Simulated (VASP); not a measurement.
# AlCu3 (Pm-3m) in VASP: a series of runs

AlCu3 is run at these levels: PBEsol; tasks: single point.

All numbers are computed with VASP 6.6.1; they aren't measurements. Logs are shortened: lines on timing, memory, paths and dates and some standing lists are left out, and cuts for length are marked.

## Step 1: The cell of the first run

It takes space group Pm-3m (No. 221, cubic). The conventional cell has a = 3.613 Å, b = 3.613 Å, c = 3.613 Å, α = 90.00°, β = 90.00°, γ = 90.00°. Al (site symmetry m-3m) has 12 Cu at 2.55 Å within 3.4 Å. Cu (site symmetry 4/mmm) has 4 Al at 2.55 Å and 8 Cu at 2.55 Å within 3.4 Å.

## Step 2: Single point, PBEsol

Contents of INCAR:

```
ALGO = Normal ; EDIFF = 1E-6
ENCUT = 520 ; GGA = PS
ISIF = 2 ; ISMEAR = -1
LASPH = True ; LCHARG = True
LELF = True ; LREAL = False
LVHAR = True ; LWAVE = False
NBANDS = 26 ; NELM = 100
PREC = Accurate ; SIGMA = 0.05
```

Contents of KPOINTS:

```
k-points
0
Gamma
  6 6 6
```

Contents of POSCAR:

```
AlCu3
1.0
    3.6129643383      0.0000000000      0.0000000000
    0.0000000000      3.6129643383      0.0000000000
    0.0000000000      0.0000000000      3.6129643383
Al Cu
1 3
Direct
    0.0000000000      0.0000000000      0.0000000000
    0.5000000000      0.5000000000      0.0000000000
    0.5000000000      0.0000000000      0.5000000000
    0.0000000000      0.5000000000      0.5000000000
```

Potentials or basis: VASP PAW PBE potentials, release 64 (Al, Cu).

The run is started by

```bash
$ cat potpaw_PBE.64/Al/POTCAR potpaw_PBE.64/Cu/POTCAR > POTCAR
$ mpirun -np 1 vasp_std > vasp.out
```

OUTCAR:

```text
EDIFF = 1E-6
   ENCUT = 520
   GGA = PS
   ISIF = 2
   ISMEAR = -1
   LASPH = True
   LREAL = False
   NELM = 100
   PREC = Accurate

 ion  position               nearest neighbor table
   1  0.000  0.000  0.000-   2 2.55   3 2.55   4 2.55   3 2.55   4 2.55   2 2.55   4 2.55   4 2.55
                             2 2.55   3 2.55   3 2.55   2 2.55
   2  0.500  0.500  0.000-   1 2.55   3 2.55   4 2.55   3 2.55   4 2.55   1 2.55   3 2.55   3 2.55
                             1 2.55   4 2.55   4 2.55   1 2.55
   3  0.500  0.000  0.500-   1 2.55   2 2.55   4 2.55   1 2.55   2 2.55   2 2.55   4 2.55   2 2.55
                             1 2.55   4 2.55   1 2.55   4 2.55
   4  0.000  0.500  0.500-   1 2.55   2 2.55   3 2.55   1 2.55   2 2.55   1 2.55   3 2.55   1 2.55
                             2 2.55   3 2.55   2 2.55   3 2.55

  LATTYP: Found a simple cubic cell.
 ALAT       =     3.6129643383

  Lattice vectors:

 A1 = (   3.6129643383,   0.0000000000,   0.0000000000)
 A2 = (   0.0000000000,   3.6129643383,   0.0000000000)
 A3 = (   0.0000000000,   0.0000000000,   3.6129643383)

Analysis of symmetry for initial positions (statically):
=====================================================================
 Subroutine PRICEL returns:
 Original cell was already a primitive cell.

 Routine SETGRP: Setting up the symmetry group for a
 simple cubic supercell.

 Subroutine GETGRP returns: Found 48 space group operations
 (whereof 48 operations were pure point group operations)
 out of a pool of 48 trial point group operations.

The static configuration has the point symmetry O_h .

Analysis of symmetry for dynamics (positions and initial velocities):
=====================================================================
 Subroutine PRICEL returns:
 Original cell was already a primitive cell.

 Routine SETGRP: Setting up the symmetry group for a
 simple cubic supercell.

 Subroutine GETGRP returns: Found 48 space group operations
 (whereof 48 operations were pure point group operations)
 out of a pool of 48 trial point group operations.

The dynamic configuration has the point symmetry O_h .

 Subroutine INISYM returns: Found 48 space group operations
 (whereof 48 operations are pure point group operations),
 and found     1 'primitive' translations

----------------------------------------------------------------------------------------

                                     Primitive cell

  volume of cell :      47.1619

  direct lattice vectors                    reciprocal lattice vectors
     3.612964338  0.000000000  0.000000000     0.276781033  0.000000000  0.000000000
     0.000000000  3.612964338  0.000000000     0.000000000  0.276781033  0.000000000
     0.000000000  0.000000000  3.612964338     0.000000000  0.000000000  0.276781033

  length of vectors
     3.612964338  3.612964338  3.612964338     0.276781033  0.276781033  0.276781033

  position of ions in fractional coordinates (direct lattice)
     0.000000000  0.000000000  0.000000000
     0.500000000  0.500000000  0.000000000
     0.500000000  0.000000000  0.500000000
     0.000000000  0.500000000  0.500000000

  ion indices of the primitive-cell ions
   primitive index   ion index
                 1           1
                 2           2
                 3           3
                 4           4

----------------------------------------------------------------------------------------

 KPOINTS: k-points

Automatic generation of k-mesh.
 Grid dimensions read from file:
 generate k-points for:    6    6    6

 Generating k-lattice:

  Cartesian coordinates                     Fractional coordinates (reciprocal lattice)
     0.046130172  0.000000000  0.000000000     0.166666667  0.000000000  0.000000000
     0.000000000  0.046130172  0.000000000     0.000000000  0.166666667  0.000000000
     0.000000000  0.000000000  0.046130172     0.000000000  0.000000000  0.166666667

  Length of vectors
     0.046130172  0.046130172  0.046130172

  Shift w.r.t. Gamma in fractional coordinates (k-lattice)
     0.000000000  0.000000000  0.000000000

 Subroutine IBZKPT returns following result:
 ===========================================

 Found     20 irreducible k-points:

 Following reciprocal coordinates:
            Coordinates               Weight
  0.000000  0.000000  0.000000      1.000000
  0.166667  0.000000  0.000000      6.000000
  0.333333  0.000000  0.000000      6.000000
  0.500000  0.000000  0.000000      3.000000
  0.166667  0.166667  0.000000     12.000000
  0.333333  0.166667  0.000000     24.000000
[... 12 lines left out ...]
  0.500000  0.500000  0.333333      6.000000
  0.500000  0.500000  0.500000      1.000000
   k-points           NKPTS =     20   k-points in BZ     NKDIM =     20   number of bands    NBANDS=     26
   number of dos      NEDOS =    301   number of ions     NIONS =      4
   total plane-waves  NPLWV =  21952
   dimension x,y,z NGX =    28 NGY =   28 NGZ =   28
[... 38 lines left out ...]
   LORBIT       =      0    0 simple, 1 ext, 2 COOP (PROOUT), +10 PAW based schemes
   GGA     = PS    functional components
   LHFCALC =     F    Hartree Fock is set to
   AEXX    =    0.0000 exact exchange contribution
   IVDW    =     0    specifies the selected vdW correction
   LEPSILON=     F    determine dielectric tensor
   LRPA    =     F    only Hartree local field effects (RPA)
 non-spin polarized calculation
  energy-cutoff  :      520.00
  volume of cell :       47.16
 maximum number of plane-waves:      1328
 NGX is ok and might be reduce to    28
   NGX = 13   NGY = 13   NGZ = 13

 number of electron      35.9999925 magnetization

 Free energy of the ion-electron system (eV)
  ---------------------------------------------------
  ext. energy  EPLUGINS =         0.00000000
  ---------------------------------------------------
  free energy    TOTEN  =       -17.80082281 eV

  energy without entropy =      -17.79416068  energy(sigma->0) =      -17.79749175

 E-fermi :   8.9769     XC(G=0): -12.5853

 val. band max:        8.5106988499   @ k =   0.0000   0.0000   0.0000
 cond. band min:       9.0335835008   @ k =   0.3333   0.1667   0.0000
 fundamental gap:      0.5228846508
 Fermi energy:         8.9769413534

 k-point     1 :       0.0000    0.0000    0.0000
  band No.  band energies     occupation
      1      -2.0197      2.00000
      2       3.3070      2.00000
      3       3.8813      2.00000
      4       3.8813      2.00000
      5       4.1642      2.00000
      6       4.1642      2.00000
[... 18 lines left out ...]
     25      19.4932      0.00000
     26      20.8110      0.00000

 k-point     2 :       0.1667    0.0000    0.0000
  band No.  band energies     occupation
      1      -1.6933      2.00000
      2       3.3579      2.00000
      3       3.7435      2.00000
      4       4.0533      2.00000
      5       4.2109      2.00000
      6       4.2109      2.00000
[... 18 lines left out ...]
     25      18.5297      0.00000
     26      19.4075      0.00000

 k-point     3 :       0.3333    0.0000    0.0000
  band No.  band energies     occupation
      1      -0.7416      2.00000
      2       2.5185      2.00000
      3       3.8393      2.00000
      4       4.3252      2.00000
      5       4.3252      2.00000
      6       4.3780      2.00000
[... 18 lines left out ...]
     25      17.5292      0.00000
     26      19.7686      0.00000

 k-point     4 :       0.5000    0.0000    0.0000
  band No.  band energies     occupation
      1       0.4989      2.00000
      2       1.0719      2.00000
      3       4.0103      2.00000
      4       4.4003      2.00000
      5       4.4003      2.00000
      6       4.4744      2.00000
[... 18 lines left out ...]
     25      16.7432      0.00000
     26      22.2195      0.00000
[... 380 lines left out ...]
      1       2.0705      2.00000
      2       2.9569      2.00000
      3       3.4199      2.00000
      4       4.0274      2.00000
      5       4.7279      2.00000
      6       4.8981      2.00000
[... 18 lines left out ...]
     25      22.2586      0.00000
     26      23.5289      0.00000

 k-point    19 :       0.5000    0.5000    0.3333
  band No.  band energies     occupation
      1       2.2747      2.00000
      2       3.4270      2.00000
      3       3.4270      2.00000
      4       3.6956      2.00000
      5       4.9636      2.00000
      6       4.9636      2.00000
[... 18 lines left out ...]
     25      24.9297      0.00000
     26      24.9955      0.00000

 k-point    20 :       0.5000    0.5000    0.5000
  band No.  band energies     occupation
      1       2.2560      2.00000
      2       3.6026      2.00000
      3       3.6026      2.00000
      4       3.6026      2.00000
      5       5.1035      2.00000
      6       5.1035      2.00000
[... 18 lines left out ...]
     25      25.6781      0.00000
     26      27.0020      0.00000

------------------------ aborting loop because EDIFF is reached ----------------------------------------

  FORCE on cell =-STRESS in cart. coord.  units (eV):
  Direction    XX          YY          ZZ          XY          YZ          ZX
  --------------------------------------------------------------------------------------
  -------------------------------------------------------------------------------------
  Total        0.8793223      0.8793223      0.8793223      0.0000000     -0.0000000      0.0000000
  in kB       29.8722308     29.8722308     29.8722308      0.0000000     -0.0000000      0.0000000
  external PRESSURE =      29.8722308 kB  Pullay stress =       0.0000000 kB

 VOLUME and BASIS-vectors are now :
 -----------------------------------------------------------------------------
  energy-cutoff  :      520.00
  volume of cell :       47.16
      direct lattice vectors                 reciprocal lattice vectors
     3.612964338  0.000000000  0.000000000     0.276781033  0.000000000  0.000000000
     0.000000000  3.612964338  0.000000000     0.000000000  0.276781033  0.000000000
     0.000000000  0.000000000  3.612964338     0.000000000  0.000000000  0.276781033

 POSITION                                       TOTAL-FORCE (eV/Angst)
 -----------------------------------------------------------------------------------
      0.00000      0.00000      0.00000         0.000000      0.000000      0.000000
      1.80648      1.80648      0.00000         0.000000      0.000000      0.000000
      1.80648      0.00000      1.80648         0.000000      0.000000      0.000000
      0.00000      1.80648      1.80648         0.000000      0.000000      0.000000
 -----------------------------------------------------------------------------------
    total drift:                                0.000000      0.000000      0.000000

  FREE ENERGIE OF THE ION-ELECTRON SYSTEM (eV)
  ---------------------------------------------------
  free  energy   TOTEN  =       -17.8008228096 eV

  energy  without entropy=      -17.7941606849  energy(sigma->0) =      -17.79749175
```

Wall time 11 s (1 thread of Intel Xeon 6975P-C (Granite Rapids), shared host); peak memory 0.16 GiB.

What came out:

| Property | Result |
| --- | --- |
| Free energy | -17.8008 eV |
| Pressure | 3.0 GPa |
| Band gap on the k mesh | zero (band 18 reaches 12.68 eV, above the bottom of band 19 at 7.08 eV) |

Levels at points of the mesh, in eV from the Fermi level:
```tsv
k point	band 16	band 17	band 18	band 19	band 20	band 21
(0.00, 0.00, 0.00)	-2.22	-0.47	-0.47	-0.47	4.31	4.31
(0.50, 0.00, 0.00)	-2.66	-2.22	3.71	3.71	3.78	3.78
(0.50, 0.50, 0.00)	-2.94	-2.54	-1.36	-1.36	6.32	6.35
(0.50, 0.50, 0.50)	-2.40	-2.40	-2.40	-1.65	1.27	1.67
```

Caveat: the PAW data sets were made with another functional, which shifts forces and pressure a little.

## Step 3: Single point, PBEsol

This run uses another cell than the first one, of 12.03 Å³/atom, 1.020 times its volume.

Contents of INCAR:

```
ALGO = Normal ; EDIFF = 1E-6
ENCUT = 520 ; GGA = PS
ISIF = 2 ; ISMEAR = -1
LASPH = True ; LCHARG = False
LREAL = False ; LWAVE = False
NBANDS = 26 ; NELM = 60
PREC = Accurate ; SIGMA = 0.05
```

KPOINTS is that of step 2.

Contents of POSCAR:

```
AlCu3
1.0
    3.6373770000      0.0000000000      0.0000000000
    0.0000000000      3.6373770000      0.0000000000
    0.0000000000      0.0000000000      3.6373770000
Al Cu
1 3
Direct
    0.0000000000      0.0000000000      0.0000000000
    0.5000000000      0.5000000000      0.0000000000
    0.5000000000      0.0000000000      0.5000000000
    0.0000000000      0.5000000000      0.5000000000
```

Potentials or basis: VASP PAW PBE potentials, release 64 (Al, Cu).

The run is started by

```bash
$ cat potpaw_PBE.64/Al/POTCAR potpaw_PBE.64/Cu/POTCAR > POTCAR
$ mpirun -np 1 vasp_std > vasp.out
```

It took 10 s on 1 thread of Intel Xeon 6975P-C (Granite Rapids), shared host; peak memory 0.16 GiB.

It converged, with:

- Free energy: -17.8097 eV
- Pressure: -0.2 GPa
- Band gap on the k mesh: zero (band 18 reaches 12.36 eV, above the bottom of band 19 at 6.84 eV)

Levels at points of the mesh, in eV from the Fermi level:
```
           k point  band 15  band 16  band 17  band 18  band 19  band 20  band 21  band 22
(0.00, 0.00, 0.00)    -2.19    -2.19    -0.43    -0.43    -0.43     4.25     4.25     4.95
(0.50, 0.00, 0.00)    -3.02    -2.61    -2.19     3.65     3.65     3.77     3.77     4.63
(0.50, 0.50, 0.00)    -3.01    -2.89    -2.49    -1.34    -1.34     6.21     6.29     6.29
(0.50, 0.50, 0.50)    -3.09    -2.36    -2.36    -2.36    -1.57     1.18     1.63     1.63
```

Caveat: the PAW data sets were made with another functional, which shifts forces and pressure a little.

## Step 4: Single point, PBEsol

This run uses another cell than the first one, of 12.27 Å³/atom, 1.041 times its volume.

Contents of INCAR:

```
SYSTEM = AlCu3
PREC = Accurate
ENCUT = 520
EDIFF = 1E-6
ISMEAR = -1
SIGMA = 0.05
LREAL = .False.
LASPH = .True.
NELM = 80
ALGO = Normal
ISIF = 2
LWAVE = .False.
LCHARG = .False.
GGA = PS
NBANDS = 26
```

Contents of KPOINTS:

```
Automatic mesh
0
Gamma
  6 6 6
  0 0 0
```

Contents of POSCAR:

```
AlCu3
1.0
    3.6614662914      0.0000000000      0.0000000000
    0.0000000000      3.6614662914      0.0000000000
    0.0000000000      0.0000000000      3.6614662914
Al Cu
1 3
Direct
    0.0000000000      0.0000000000      0.0000000000
    0.5000000000      0.5000000000      0.0000000000
    0.5000000000      0.0000000000      0.5000000000
    0.0000000000      0.5000000000      0.5000000000
```

The run is started by

```bash
$ cat potpaw_PBE.64/Al/POTCAR potpaw_PBE.64/Cu/POTCAR > POTCAR
$ mpirun -np 1 vasp_std > vasp.out
```

Run time: 10 s. Hardware: 1 thread of Intel Xeon 6975P-C (Granite Rapids), shared host; peak memory 0.16 GiB.

The run converged. Its results:

* Free energy: -17.8004 eV
* Pressure: -2.9 GPa
* Band gap on the k mesh: zero (band 18 reaches 12.05 eV, above the bottom of band 19 at 6.61 eV)

Levels at points of the mesh, in eV from the Fermi level:
| k point | band 16 | band 17 | band 18 | band 19 | band 20 | band 21 |
| --- | --- | --- | --- | --- | --- | --- |
| (0.00, 0.00, 0.00) | -2.16 | -0.40 | -0.40 | -0.40 | 4.18 | 4.18 |
| (0.50, 0.00, 0.00) | -2.57 | -2.16 | 3.60 | 3.60 | 3.75 | 3.75 |
| (0.50, 0.50, 0.00) | -2.83 | -2.45 | -1.33 | -1.33 | 6.11 | 6.25 |
| (0.50, 0.50, 0.50) | -2.33 | -2.33 | -2.33 | -1.50 | 1.10 | 1.58 |

Caveat: the PAW data sets were made with another functional, which shifts forces and pressure a little.

## Step 5: Single point, PBEsol

This run uses another cell than the first one, of 12.51 Å³/atom, 1.061 times its volume.

Contents of INCAR:

```
PREC = Accurate
ENCUT = 520
EDIFF = 1E-7
ISMEAR = -1
SIGMA = 0.05
LREAL = False
LASPH = True
NELM = 60
ALGO = Normal
ISIF = 2
LWAVE = False
LCHARG = True
GGA = PS
LELF = True
LVHAR = True
NBANDS = 26
```

Contents of KPOINTS:

```
regular mesh
0
Gamma
  6 6 6
```

Contents of POSCAR:

```
AlCu3
1.0
    3.6852427128      0.0000000000      0.0000000000
    0.0000000000      3.6852427128      0.0000000000
    0.0000000000      0.0000000000      3.6852427128
Al Cu
1 3
Direct
    0.0000000000      0.0000000000      0.0000000000
    0.5000000000      0.5000000000      0.0000000000
    0.5000000000      0.0000000000      0.5000000000
    0.0000000000      0.5000000000      0.5000000000
```

The run is started by

```bash
$ cat potpaw_PBE.64/Al/POTCAR potpaw_PBE.64/Cu/POTCAR > POTCAR
$ mpirun -np 1 vasp_std > vasp.out
```

Run time: 12 s. Hardware: 1 thread of Intel Xeon 6975P-C (Granite Rapids), shared host; peak memory 0.16 GiB.

The run converged. Its results:

```yaml
Free_energy: -17.7751 eV
Pressure: -5.5 GPa
Band_gap_on_the_k_mesh: zero (band 18 reaches 11.74 eV, above the bottom of band 19 at 6.40 eV)
```

Levels at points of the mesh, in eV from the Fermi level:
```csv
k point,band 16,band 17,band 18,band 19,band 20,band 21
"(0.00, 0.00, 0.00)",-2.13,-0.36,-0.36,-0.36,4.12,4.12
"(0.50, 0.00, 0.00)",-2.52,-2.13,3.54,3.54,3.74,3.74
"(0.50, 0.50, 0.00)",-2.78,-2.41,-1.32,-1.32,6.01,6.20
"(0.50, 0.50, 0.50)",-2.29,-2.29,-2.29,-1.43,1.01,1.54
```

Caveat: the PAW data sets were made with another functional, which shifts forces and pressure a little.

## Step 6: Single point, PBEsol

This run uses another cell than the first one, of 12.75 Å³/atom, 1.082 times its volume.

Contents of INCAR:

```
SYSTEM = AlCu3
PREC     = Accurate       ! precision mode
ENCUT    = 520            ! plane-wave cutoff, eV
EDIFF    = 1E-7           ! SCF threshold, eV
ISMEAR   = -1             ! smearing method
SIGMA    = 0.05           ! smearing width, eV
LREAL    = .False.        ! projectors in reciprocal space
LASPH    = .True.         ! aspherical terms in the spheres
NELM     = 100            ! most SCF steps
ALGO     = Normal         ! electronic algorithm
ISIF     = 2              ! what is computed and relaxed
LWAVE    = .False.        ! write WAVECAR
LCHARG   = .False.        ! write CHGCAR
GGA      = PS             ! functional
NBANDS   = 26             ! bands
```

Contents of KPOINTS:

```
regular mesh
0
Gamma
  6 6 6
  0 0 0
```

Contents of POSCAR:

```
AlCu3
1.0
    3.7087162292      0.0000000000      0.0000000000
    0.0000000000      3.7087162292      0.0000000000
    0.0000000000      0.0000000000      3.7087162292
Al Cu
1 3
Direct
    0.0000000000      0.0000000000      0.0000000000
    0.5000000000      0.5000000000      0.0000000000
    0.5000000000      0.0000000000      0.5000000000
    0.0000000000      0.5000000000      0.5000000000
```

Potentials or basis: VASP PAW PBE potentials, release 64 (Al, Cu).

The run is started by

```bash
$ cat potpaw_PBE.64/Al/POTCAR potpaw_PBE.64/Cu/POTCAR > POTCAR
$ mpirun -np 1 vasp_std > vasp.out
```

It took 12 s on 1 thread of Intel Xeon 6975P-C (Granite Rapids), shared host; peak memory 0.16 GiB.

Results (log left out):

```
Free energy            : -17.7354 eV
Pressure               : -7.8 GPa
Band gap on the k mesh : zero (band 18 reaches 11.46 eV, above the bottom of band 19 at 6.19 eV)
```

Levels at points of the mesh, in eV from the Fermi level:
| k point | band 14 | band 15 | band 16 | band 17 | band 18 | band 19 | band 20 | band 21 | band 22 | band 23 |
| --- | --- | --- | --- | --- | --- | --- | --- | --- | --- | --- |
| (0.00, 0.00, 0.00) | -2.10 | -2.10 | -2.10 | -0.33 | -0.33 | -0.33 | 4.06 | 4.06 | 4.55 | 10.01 |
| (0.50, 0.00, 0.00) | -2.91 | -2.85 | -2.48 | -2.09 | 3.49 | 3.49 | 3.72 | 3.72 | 4.57 | 5.36 |
| (0.50, 0.50, 0.00) | -2.87 | -2.84 | -2.73 | -2.37 | -1.31 | -1.31 | 5.91 | 6.15 | 6.15 | 6.56 |
| (0.50, 0.50, 0.50) | -2.87 | -2.87 | -2.26 | -2.26 | -2.26 | -1.36 | 0.94 | 1.50 | 1.50 | 1.50 |

Caveat: the PAW data sets were made with another functional, which shifts forces and pressure a little.

## Step 7: Overview

```tsv
cell	gap on the mesh (eV)	pressure (GPa)
a = 3.613 Å, 4 atoms	none	3.0
a = 3.637 Å, 4 atoms	none	-0.2
a = 3.661 Å, 4 atoms	none	-2.9
a = 3.685 Å, 4 atoms	none	-5.5
a = 3.709 Å, 4 atoms	none	-7.8
```

Alike in all rows: task single point; level PBEsol; potentials or basis VASP PAW PBE potentials, release 64 (Al, Cu); no spin polarisation; k mesh 6 × 6 × 6; cutoff (eV) 520; smearing fermi-dirac 0.05 eV.

Caveats: the PAW data sets were made with another functional, which shifts forces and pressure a little.

Total energies depend on the potentials used, so only differences within one code and one set of settings carry meaning.
